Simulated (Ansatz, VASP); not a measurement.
## Zr2Ta3O2 in VASP and in Ansatz

```
Zr Ta O
1.0
     5.73694    0.00000    0.00000
    -2.86847    4.96834    0.00000
     0.00000    0.00000    7.62296
Zr Ta O
2 3 2
Cartesian
  2.8685 1.6561 5.7722
  2.8685 1.6561 1.8508
  0.6081 1.4602 0.0000
  1.2998 4.7649 0.0000
  -1.9080 3.7116 0.0000
  2.8685 1.6561 3.8115
  0.0000 3.3122 0.0000
```

Alike in both runs: functional PBE; k mesh 4 × 4 × 3; occupations gaussian, width 0.2 eV; no spin polarisation.

Ansatz relaxed the structure, and its values are those at the end. VASP's run is a single point on that final structure, the one shown.

```csv
,VASP,Ansatz
version,VASP 6.6.1,Ansatz 0.2.0
potentials or method,"VASP PAW PBE potentials, release 64 (Zr_sv, Ta_pv, O), cutoff 600 eV","scalar-relativistic, plane waves, PAW"
valence electrons in the cell,69,75
```

VASP gave:

- gap on the k mesh at the Fermi level (eV): none
- pressure (GPa): 0.1
- rms of the force components (eV/Å): 0.038

Q: Estimate Ansatz's values.

A: gap on the k mesh at the Fermi level (eV): none; pressure (GPa): 0.0; rms of the force components (eV/Å): 0.010.

A gap of «none» marks a metal or a gap that the smearing closes. VASP's potentials hold 69 valence electrons a cell and Ansatz's 75, so a difference there can come from the potentials and not from the codes.

Neither program's run includes spin-orbit coupling.
